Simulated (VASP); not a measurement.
# In (P6/mmm) in VASP: a series of runs

Runs on In. Level: PBE. Tasks: relaxation of cell and atoms, single point.

All numbers are computed with VASP 6.6.1; they aren't measurements. Logs are shortened: lines on timing, memory, paths and dates and some standing lists are left out, and cuts for length are marked.

## (1) The cell of the first run

The structure is hexagonal, space group P6/mmm (No. 191). Conventional cell: a = 5.357 Å, b = 5.357 Å, c = 3.321 Å, α = 90.00°, β = 90.00°, γ = 120.00°. Within 4.4 Å of In (site symmetry 6/mmm) lie 14 In at 3.32 to 3.51 Å. Within 4.1 Å of In (site symmetry -6m2) lie 11 In at 3.09 to 3.51 Å.

## (2) Relaxation of cell and atoms, PBE

INCAR reads:

```
SYSTEM = In
PREC = Accurate
ENCUT = 600
EDIFF = 1E-7
ISMEAR = -1
SIGMA = 0.1
LREAL = .False.
LASPH = .True.
NELM = 100
ALGO = Normal
ISIF = 3
LWAVE = .False.
LCHARG = .False.
GGA = PE
IBRION = 2
NSW = 60
EDIFFG = -0.005
```

KPOINTS reads:

```
Automatic mesh
0
Gamma
  8 8 10
  0 0 0
```

POSCAR reads:

```
In
1.0
    5.3570144383      0.0000000000      0.0000000000
   -2.6785072192      4.6393105920      0.0000000000
    0.0000000000      0.0000000000      3.3213489518
In
3
Direct
    0.0000000000      0.0000000000      0.0000000000
    0.3333333333      0.6666666667      0.5000000000
    0.6666666667      0.3333333333      0.5000000000
```

Potentials or basis: VASP PAW PBE potentials, release 64 (In_d).

The run is started by

```console
$ cat potpaw_PBE.64/In_d/POTCAR > POTCAR
$ mpirun -np 1 vasp_std > vasp.out
```

OUTCAR:

```text
SYSTEM = In
   PREC = Accurate
   ENCUT = 600
   EDIFF = 1E-7
   ISMEAR = -1
   LREAL = .False.
   LASPH = .True.
   NELM = 100
   ISIF = 3
   GGA = PE
   IBRION = 2
   NSW = 60
   EDIFFG = -0.005

 ion  position               nearest neighbor table
   1  0.000  0.000  0.000-   2 3.51   3 3.51   2 3.51   3 3.51   3 3.51   3 3.51   2 3.51   2 3.51
                             3 3.51   3 3.51   2 3.51   2 3.51
   2  0.333  0.667  0.500-   3 3.09   3 3.09   3 3.09   1 3.51   1 3.51   1 3.51   1 3.51   1 3.51
                             1 3.51
   3  0.667  0.333  0.500-   2 3.09   2 3.09   2 3.09   1 3.51   1 3.51   1 3.51   1 3.51   1 3.51
                             1 3.51

  LATTYP: Found a hexagonal cell.
 ALAT       =     5.3570144383
 C/A-ratio  =     0.6200000000

  Lattice vectors:

 A1 = (   5.3570144383,   0.0000000000,   0.0000000000)
 A2 = (  -2.6785072192,   4.6393105920,   0.0000000000)
 A3 = (   0.0000000000,   0.0000000000,   3.3213489518)

Analysis of symmetry for initial positions (statically):
=====================================================================
 Subroutine PRICEL returns:
 Original cell was already a primitive cell.

 Routine SETGRP: Setting up the symmetry group for a
 hexagonal supercell.

 Subroutine GETGRP returns: Found 24 space group operations
 (whereof 24 operations were pure point group operations)
 out of a pool of 24 trial point group operations.

The static configuration has the point symmetry D_6h.

Analysis of symmetry for dynamics (positions and initial velocities):
=====================================================================
 Subroutine PRICEL returns:
 Original cell was already a primitive cell.

 Routine SETGRP: Setting up the symmetry group for a
 hexagonal supercell.

 Subroutine GETGRP returns: Found 24 space group operations
 (whereof 24 operations were pure point group operations)
 out of a pool of 24 trial point group operations.

The dynamic configuration has the point symmetry D_6h.

 Subroutine INISYM returns: Found 24 space group operations
 (whereof 24 operations are pure point group operations),
 and found     1 'primitive' translations

----------------------------------------------------------------------------------------

                                     Primitive cell

  volume of cell :      82.5450

  direct lattice vectors                    reciprocal lattice vectors
     5.357014438  0.000000000  0.000000000     0.186671141  0.107774634  0.000000000
    -2.678507219  4.639310592  0.000000000     0.000000000  0.215549268  0.000000000
     0.000000000  0.000000000  3.321348952     0.000000000  0.000000000  0.301082486

  length of vectors
     5.357014438  5.357014438  3.321348952     0.215549268  0.215549268  0.301082486

  position of ions in fractional coordinates (direct lattice)
     0.000000000  0.000000000  0.000000000
     0.333333333  0.666666667  0.500000000
     0.666666667  0.333333333  0.500000000

  ion indices of the primitive-cell ions
   primitive index   ion index
                 1           1
                 2           2
                 3           3

----------------------------------------------------------------------------------------

 KPOINTS: Automatic mesh

Automatic generation of k-mesh.
 Grid dimensions read from file:
 generate k-points for:    8    8   10

 Generating k-lattice:

  Cartesian coordinates                     Fractional coordinates (reciprocal lattice)
     0.023333893  0.013471829  0.000000000     0.125000000  0.000000000  0.000000000
     0.000000000  0.026943658  0.000000000     0.000000000  0.125000000  0.000000000
     0.000000000  0.000000000  0.030108249     0.000000000  0.000000000  0.100000000

  Length of vectors
     0.026943658  0.026943658  0.030108249

  Shift w.r.t. Gamma in fractional coordinates (k-lattice)
     0.000000000  0.000000000  0.000000000

 Subroutine IBZKPT returns following result:
 ===========================================

 Found     60 irreducible k-points:

 Following reciprocal coordinates:
            Coordinates               Weight
  0.000000  0.000000  0.000000      1.000000
  0.125000  0.000000  0.000000      6.000000
  0.250000  0.000000  0.000000      6.000000
  0.375000  0.000000  0.000000      6.000000
  0.500000  0.000000  0.000000      3.000000
  0.125000  0.125000  0.000000      6.000000
[... 16 lines left out ...]
  0.250000  0.000000  0.200000     12.000000
  0.375000  0.000000  0.200000     12.000000
 [... further k-points ...]
   k-points           NKPTS =     60   k-points in BZ     NKDIM =     60   number of bands    NBANDS=     23
   number of dos      NEDOS =    301   number of ions     NIONS =      3
   total plane-waves  NPLWV =  64512
   dimension x,y,z NGX =    48 NGY =   48 NGZ =   28
   dimension x,y,z NGXF=    96 NGYF=   96 NGZF=   56
   ions per type =               3
   NGX,Y,Z   is equivalent  to a cutoff of  14.90, 14.90, 14.02 a.u.
   NGXF,Y,Z  is equivalent  to a cutoff of  29.79, 29.79, 28.03 a.u.
 SYSTEM =  In
   PREC   = accura    normal or accurate (medium, high low for compatibility)
   ISTART =      0    job   : 0-new  1-cont  2-samecut
   ICHARG =      2    charge: 1-file 2-atom 10-const
   ISPIN  =      1    spin polarized calculation?
   LNONCOLLINEAR =      F non collinear calculations
   LSORBIT =      F    spin-orbit coupling
   LASPH  =      T    aspherical Exc in radial PAW
   ENCUT  =  600.0 eV  44.10 Ry    6.64 a.u.  10.70 10.70  6.63*2*pi/ulx,y,z
   NELM   =    100;   NELMIN=  2; NELMDL= -5     # of ELM steps
   EDIFF  = 0.1E-06   stopping-criterion for ELM
   LREAL  =      F    real-space projection
   EDIFFG = -.5E-02   stopping-criterion for IOM
   NSW    =     60    number of steps for IOM
   IBRION =      2    ionic relax: 0-MD 1-quasi-New 2-CG
   NFREE  =      1    steps in history (QN), initial steepest desc. (CG)
   ISIF   =      3    stress and relaxation
   ISYM   =      2    0-nonsym 1-usesym 2-fastsym
   POTIM  = 0.5000    time-step for ionic-motion
   TEBEG  =    0.0;   TEEND  =   0.0 temperature during run
   PSTRESS=    0.0 pullay stress
   NELECT =      39.0000    total number of electrons
   NUPDOWN=      -1.0000    fix difference up-down
   EMIN   =  10.00;   EMAX   =-10.00  energy-range for DOS
   EFERMI =   0.00;   METHOD = LEGACY
   ISMEAR =    -1;   SIGMA  =   0.10  broadening in eV -4-tet -1-fermi 0-gaus
   EFERMI_NEDOS =   21; number of points for ismear=-14 and -15
   IALGO  =     38    algorithm
   IMIX   =      4    mixing-type and parameters
     AMIX     =   0.40;   BMIX     =  1.00
     AMIX_MAG =   1.60;   BMIX_MAG =  1.00
  volume/ion in A,a.u.               =      27.52       185.68
  Fermi-wavevector in a.u.,A,eV,Ry     =   1.275066  2.409526 22.120272  1.625794
  Thomas-Fermi vector in A             =   2.407799
   LORBIT       =      0    0 simple, 1 ext, 2 COOP (PROOUT), +10 PAW based schemes
   GGA     = PE    functional components
   LHFCALC =     F    Hartree Fock is set to
   AEXX    =    0.0000 exact exchange contribution
   IVDW    =     0    specifies the selected vdW correction
   LEPSILON=     F    determine dielectric tensor
   LRPA    =     F    only Hartree local field effects (RPA)
 conjugate gradient relaxation of ions
 non-spin polarized calculation
  energy-cutoff  :      600.00
  volume of cell :       82.55
 maximum number of plane-waves:      2785
 NGX is ok and might be reduce to    48

--------------------------------------- Ionic step        1  -------------------------------------------

 number of electron      39.0000011 magnetization

 Free energy of the ion-electron system (eV)
  ---------------------------------------------------
  ext. energy  EPLUGINS =         0.00000000
  ---------------------------------------------------
  free energy    TOTEN  =        -7.63254235 eV

  energy without entropy =       -7.58265860  energy(sigma->0) =       -7.60760047

 E-fermi :   6.9839     XC(G=0): -10.0106

 val. band max:        6.9363266650   @ k =   0.2500   0.2500   0.1000
 cond. band min:       6.9956996706   @ k =   0.2500   0.2500   0.0000
 fundamental gap:      0.0593730056
 Fermi energy:         6.9839129055

 k-point     1 :       0.0000    0.0000    0.0000
  band No.  band energies     occupation
      1      -7.8534      2.00000
      2      -7.6475      2.00000
      3      -7.6475      2.00000
      4      -7.6395      2.00000
      5      -7.6186      2.00000
      6      -7.5406      2.00000
[... 15 lines left out ...]
     22       6.1818      1.99934
     23      11.4486      0.00000
[... 575 lines left out ...]
      1      -7.7771      2.00000
      2      -7.7516      2.00000
      3      -7.7089      2.00000
      4      -7.6373      2.00000
      5      -7.6139      2.00000
      6      -7.5585      2.00000
[... 15 lines left out ...]
     22      10.3552      0.00000
     23      10.4746      0.00000

 [... further k-points ...]
[... 5 lines left out ...]
  --------------------------------------------------------------------------------------
  -------------------------------------------------------------------------------------
  Total        0.3394461      0.3394461      0.1966842     -0.0000000      0.0000000      0.0000000
  in kB        6.5885628      6.5885628      3.8175903     -0.0000000      0.0000000      0.0000000
  external PRESSURE =       5.6649053 kB  Pullay stress =       0.0000000 kB

 VOLUME and BASIS-vectors are now :
 -----------------------------------------------------------------------------
  energy-cutoff  :      600.00
  volume of cell :       82.55
      direct lattice vectors                 reciprocal lattice vectors
     5.357014438  0.000000000  0.000000000     0.186671141  0.107774634  0.000000000
    -2.678507219  4.639310592  0.000000000     0.000000000  0.215549268  0.000000000
     0.000000000  0.000000000  3.321348952     0.000000000  0.000000000  0.301082486
[... 186 lines left out ...]
 POSITION                                       TOTAL-FORCE (eV/Angst)
 -----------------------------------------------------------------------------------
      0.00000      0.00000      0.00000        -0.000000      0.000000      0.000000
     -0.00000      3.11815      1.65943         0.000000     -0.000000      0.000000
      2.70039      1.55907      1.65943        -0.000000      0.000000     -0.000000
 -----------------------------------------------------------------------------------
    total drift:                               -0.000000      0.000000     -0.000000

  FREE ENERGIE OF THE ION-ELECTRON SYSTEM (eV)
  ---------------------------------------------------
  free  energy   TOTEN  =        -7.6352640544 eV

  energy  without entropy=       -7.5836875152  energy(sigma->0) =       -7.60947578

--------------------------------------- Ionic step        7  -------------------------------------------

 number of electron      39.0000011 magnetization

 Free energy of the ion-electron system (eV)
  ---------------------------------------------------
  ext. energy  EPLUGINS =         0.00000000
  ---------------------------------------------------
  free energy    TOTEN  =        -7.63527273 eV

  energy without entropy =       -7.58357008  energy(sigma->0) =       -7.60942140

 E-fermi :   6.8163     XC(G=0):  -9.9398

 val. band max:        6.7652132157   @ k =   0.2500   0.2500   0.0000
 cond. band min:       6.8778483353   @ k =   0.2500   0.0000   0.5000
 fundamental gap:      0.1126351196
 Fermi energy:         6.8162901014

 k-point     1 :       0.0000    0.0000    0.0000
  band No.  band energies     occupation
      1      -7.9986      2.00000
      2      -7.8000      2.00000
      3      -7.7948      2.00000
      4      -7.7948      2.00000
      5      -7.7811      2.00000
      6      -7.6880      2.00000
[... 15 lines left out ...]
     22       6.0080      1.99938
     23      11.4376      0.00000
[... 575 lines left out ...]
      1      -7.9166      2.00000
      2      -7.8914      2.00000
      3      -7.8546      2.00000
      4      -7.7823      2.00000
      5      -7.7634      2.00000
      6      -7.7120      2.00000
[... 15 lines left out ...]
     22      10.2311      0.00000
     23      10.2406      0.00000

 [... further k-points ...]
[... 5 lines left out ...]
  --------------------------------------------------------------------------------------
  -------------------------------------------------------------------------------------
  Total        0.0027596      0.0027596      0.0047584     -0.0000000     -0.0000000      0.0000000
  in kB        0.0527495      0.0527495      0.0909557     -0.0000000     -0.0000000      0.0000000
  external PRESSURE =       0.0654849 kB  Pullay stress =       0.0000000 kB

 VOLUME and BASIS-vectors are now :
 -----------------------------------------------------------------------------
  energy-cutoff  :      600.00
  volume of cell :       83.82
      direct lattice vectors                 reciprocal lattice vectors
     5.403534463 -0.000000000  0.000000000     0.185064055  0.106846782 -0.000000000
    -2.701767232  4.679598115 -0.000000000     0.000000000  0.213693564 -0.000000000
    -0.000000000  0.000000000  3.314813942    -0.000000000  0.000000000  0.301676057

 POSITION                                       TOTAL-FORCE (eV/Angst)
 -----------------------------------------------------------------------------------
      2.70177      4.67960      3.31481        -0.000000      0.000000      0.000000
     -0.00000      3.11973      1.65741         0.000000     -0.000000      0.000000
      2.70177      1.55987      1.65741        -0.000000     -0.000000     -0.000000
 -----------------------------------------------------------------------------------
    total drift:                                0.000000      0.000000     -0.000000

  FREE ENERGIE OF THE ION-ELECTRON SYSTEM (eV)
  ---------------------------------------------------
  free  energy   TOTEN  =        -7.6352727259 eV

  energy  without entropy=       -7.5835700806  energy(sigma->0) =       -7.60942140

 reached required accuracy - stopping structural energy minimisation
```

Wall time 8.6 min (1 thread of Intel Xeon Platinum 8259CL at 2.50GHz (Skylake/Cascade Lake), shared host); peak memory 0.31 GiB.

Results:

* Free energy: -7.6353 eV
* Relaxed volume: 27.94 Å³/atom
* Relaxed cell: a = 5.404 Å, b = 5.404 Å, c = 3.315 Å, α = 90.00°, β = 90.00°, γ = 120.00°
* Space group after relaxing (to 0.05 Å): P6/mmm (No. 191)
* Energy gained by relaxing: 0.9 meV/atom
* Ionic steps: 7
* Pressure after relaxing: 0.0 GPa

Step by step:
| step | energy change (eV) | largest force (eV/Å) | pressure (GPa) | volume (Å³) |
| --- | --- | --- | --- | --- |
| 1 | 0.0000 | 0.0000 | 0.57 | 82.54 |
| 2 | -0.0024 | 0.0000 | 0.06 | 83.71 |
| 3 | -0.0025 | 0.0000 | -0.02 | 83.93 |
| 4 | -0.0025 | 0.0000 | -0.01 | 83.90 |
| 5 | -0.0026 | 0.0000 | -0.01 | 83.88 |
| 6 | -0.0027 | 0.0000 | 0.00 | 83.84 |
| 7 | -0.0027 | 0.0000 | 0.01 | 83.82 |

Final structure:
```cif
data_structure
_symmetry_space_group_name_H-M 'P 1'
_symmetry_Int_Tables_number 1
_cell_length_a 5.4035
_cell_length_b 5.4035
_cell_length_c 3.3148
_cell_angle_alpha 90.000
_cell_angle_beta 90.000
_cell_angle_gamma 120.000
_cell_volume 83.82
loop_
_atom_site_label
_atom_site_type_symbol
_atom_site_fract_x
_atom_site_fract_y
_atom_site_fract_z
_atom_site_occupancy
In1 In 0.00000 0.00000 0.00000 1
In2 In 0.33333 0.66667 0.50000 1
In3 In 0.66667 0.33333 0.50000 1
```

Levels at points of the mesh, in eV from the Fermi level:
```
           k point  band 17  band 18  band 19  band 20  band 21  band 22
(0.00, 0.00, 0.00)    -2.87    -2.64    -0.94    -0.94    -0.81    -0.81
(0.50, 0.00, 0.00)    -7.26    -3.93    -2.96     3.33     3.45     4.57
(0.00, 0.00, 0.50)    -4.89     0.46     1.00     1.02     1.18     1.18
(0.50, 0.00, 0.50)    -3.82    -3.43    -2.55    -0.39     0.14     0.14
```

Caveat: spin-orbit coupling is left out, which moves the levels of the heavy elements.

## (3) Single point, PBE

This run uses another cell than the first one, of 11.18 Å³/atom, 0.406 times its volume.

INCAR reads:

```
  PREC = Accurate
  ENCUT = 520
  EDIFF = 1E-7
  ISMEAR = -1
  SIGMA = 0.1
  LREAL = F
  LASPH = T
  NELM = 80
  ALGO = Normal
  ISIF = 2
  LWAVE = F
  LCHARG = T
  GGA = PE
  LELF = T
  LVHAR = T
  NBANDS = 26
```

KPOINTS reads:

```
regular mesh
0
Gamma
  8 8 10
```

POSCAR reads:

```
In
1.0
    4.0077375490      0.0000000000      0.0000000000
   -2.0038687745      3.4708025292      0.0000000000
    0.0000000000      0.0000000000      2.4104422058
In
3
Direct
    0.0000000000      0.0000000000      0.0000000000
    0.3333333333      0.6666666667      0.5000000000
    0.6666666667      0.3333333333      0.5000000000
```

Potentials or basis: VASP PAW PBE potentials, release 64 (In_d).

The run is started by

```console
$ cat potpaw_PBE.64/In_d/POTCAR > POTCAR
$ mpirun -np 1 vasp_std > vasp.out
```

Wall time 38 s (1 thread of Intel Xeon 6975P-C (Granite Rapids), shared host); peak memory 0.16 GiB.

Results (log left out):

- Free energy: 13.1320 eV
- Pressure: 329.3 GPa

Stress tensor (GPa, compression positive):
```
329.45   0.00   0.00
  0.00 329.45   0.00
  0.00   0.00 328.96
```

Levels at points of the mesh, in eV from the Fermi level:
```
           k point  band 17  band 18  band 19  band 20  band 21  band 22
(0.00, 0.00, 0.00)    -3.41    -3.41    -3.34    -3.34    -1.87    -1.59
(0.50, 0.00, 0.00)   -14.39    -9.28    -3.84     6.33     6.69     6.92
(0.00, 0.00, 0.50)    -9.58     0.43     0.78     0.78     2.05     2.08
(0.50, 0.00, 0.50)    -7.95    -4.71    -4.52    -0.75    -0.20     1.78
```

Caveat: spin-orbit coupling is left out, which moves the levels of the heavy elements.

## (4) Single point, PBE

INCAR reads:

```
SYSTEM = In
ALGO = Normal
EDIFF = 1E-7
ENCUT = 520
GGA = PE
ISIF = 2
ISMEAR = -1
LASPH = .TRUE.
LCHARG = .FALSE.
LREAL = .FALSE.
LWAVE = .FALSE.
NBANDS = 26
NELM = 80
PREC = Accurate
SIGMA = 0.1
```

KPOINTS reads:

```
k-points
0
G
  8 8 10
  0 0 0
```

POSCAR is that of step 3.

The run is started by

```console
$ cat potpaw_PBE.64/In_d/POTCAR > POTCAR
$ mpirun -np 1 vasp_std > vasp.out
```

Run time: 39 s. Hardware: 1 thread of Intel Xeon 6975P-C (Granite Rapids), shared host; peak memory 0.16 GiB.

The run converged. Its results:

```
Free energy : 13.1320 eV
Pressure    : 329.3 GPa
```

Stress tensor (GPa, compression positive):
```
329.45   0.00   0.00
  0.00 329.45   0.00
  0.00   0.00 328.96
```

Levels at points of the mesh, in eV from the Fermi level:
```
           k point  band 16  band 17  band 18  band 19  band 20  band 21  band 22  band 23
(0.00, 0.00, 0.00)   -16.26    -3.41    -3.41    -3.34    -3.34    -1.87    -1.59     6.71
(0.50, 0.00, 0.00)   -14.66   -14.39    -9.28    -3.84     6.33     6.69     6.92     7.06
(0.00, 0.00, 0.50)   -10.36    -9.58     0.43     0.78     0.78     2.05     2.08     2.08
(0.50, 0.00, 0.50)    -8.40    -7.95    -4.71    -4.52    -0.75    -0.20     1.78     1.91
```

Caveat: spin-orbit coupling is left out, which moves the levels of the heavy elements.

[end of part 1 of 2]
